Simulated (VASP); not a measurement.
A run of VASP 6.6.1 is set up as follows.

INCAR

```
PREC     = Accurate       # precision mode
ENCUT    = 520            # plane-wave cutoff, eV
EDIFF    = 1E-6           # SCF threshold, eV
ISMEAR   = -1             # smearing method
SIGMA    = 0.05           # smearing width, eV
LREAL    = Auto         
LASPH    = T              # aspherical terms in the spheres
NELM     = 60             # most SCF steps
ALGO     = Normal         # electronic algorithm
ISIF     = 2              # what is computed and relaxed
LWAVE    = F              # write WAVECAR
LCHARG   = F              # write CHGCAR
GGA      = PS             # functional
NBANDS   = 186            # bands
ISYM     = 0
```

The input KPOINTS:

```
Automatic mesh
0
Gamma
  1 1 1
  0.25 0.25 0.25
```

POSCAR

```
Mg7ZnO8
1.0
    8.4410685068      0.0000000000      0.0000000000
    0.0000000000      8.4410685068      0.0000000000
    0.0000000000      0.0000000000      8.4410685068
O Zn Mg
32 4 28
Direct
    0.2527830000      0.0004770000      0.9999590000
    0.2527680000      0.0003250000      0.4997920000
    0.2501950000      0.5002470000      0.0022320000
    0.2502090000      0.5003000000      0.4973280000
    0.7472790000      0.0003710000      0.9997040000
    0.7473510000      0.0002010000      0.4997350000
    0.7497480000      0.5002210000      0.9971820000
    0.7499380000      0.5003860000      0.5023000000
    0.9999280000      0.2534370000      0.9998550000
    0.0001850000      0.2534160000      0.4998300000
    0.9999640000      0.7471320000      0.9997330000
    0.0001180000      0.7471100000      0.4997210000
    0.4999410000      0.2506850000      0.9997460000
    0.4999630000      0.2508050000      0.4997950000
    0.5000550000      0.7499320000      0.9998580000
    0.4999000000      0.7497040000      0.4996870000
    0.0000800000      0.0003890000      0.2497680000
    0.9998730000      0.0001830000      0.7497460000
    0.0024200000      0.5003220000      0.2498040000
    0.9975680000      0.5002610000      0.7497370000
    0.4998930000      0.0003440000      0.2498030000
    0.5002300000      0.0003600000      0.7497490000
    0.4975480000      0.5002750000      0.2496230000
    0.5025300000      0.5002430000      0.7498380000
    0.2496630000      0.2497480000      0.2498080000
    0.2494740000      0.2471090000      0.7497970000
    0.2495920000      0.7508730000      0.2496540000
    0.2496880000      0.7535290000      0.7499960000
    0.7503890000      0.2472400000      0.2497690000
    0.7503850000      0.2496810000      0.7497190000
    0.7505410000      0.7534770000      0.2497820000
    0.7503800000      0.7509610000      0.7498150000
    0.0000770000      0.0003150000      0.9998740000
    0.9999070000      0.0003210000      0.4998520000
    0.2496760000      0.5000760000      0.7496100000
    0.7501920000      0.5003140000      0.2495800000
    0.0000720000      0.5002910000      0.9998750000
    0.9999070000      0.5002000000      0.4996860000
    0.4999820000      0.0002710000      0.9997400000
    0.5001520000      0.0004600000      0.4997860000
    0.4999710000      0.5002780000      0.9997310000
    0.5000530000      0.5001140000      0.4997540000
    0.2497700000      0.2502800000      0.9997380000
    0.2496680000      0.2501980000      0.4998530000
    0.2498260000      0.7503980000      0.9995950000
    0.2497740000      0.7503700000      0.5000140000
    0.7501770000      0.2501900000      0.9998330000
    0.7503010000      0.2503490000      0.4996720000
    0.7502440000      0.7503540000      0.9999720000
    0.7502830000      0.7503060000      0.4995840000
    0.2496250000      0.0002310000      0.2498910000
    0.2496130000      0.0003000000      0.7497840000
    0.2498010000      0.5004040000      0.2497600000
    0.7503560000      0.0003530000      0.2497620000
    0.7504120000      0.0003010000      0.7498140000
    0.7502300000      0.5003050000      0.7498420000
    0.9999170000      0.2501630000      0.2497440000
    0.0001240000      0.2501520000      0.7499040000
    0.9999330000      0.7505000000      0.2497610000
    0.0001180000      0.7503170000      0.7498110000
    0.5000190000      0.2503500000      0.2497310000
    0.4998100000      0.2503750000      0.7497830000
    0.5000800000      0.7501980000      0.2498570000
    0.4998650000      0.7501210000      0.7496600000
```

Potentials or basis: VASP PAW PBE potentials, release 64 (O, Zn, Mg).

The run is started by

```console
$ cat potpaw_PBE.64/O/POTCAR potpaw_PBE.64/Zn/POTCAR potpaw_PBE.64/Mg/POTCAR > POTCAR
$ mpirun -np 1 vasp_std > vasp.out
```

(1) Estimate the largest force.

(2) Predict the pressure.

(3) Predict the band gap on the k mesh.

Answers

(1) 0.055 eV/Å.

(2) -0.3 GPa.

(3) 4.61 eV, direct.

Caveat: the k points lie up to 0.74 Å⁻¹ apart; the PAW data sets were made with another functional, which shifts forces and pressure a little.
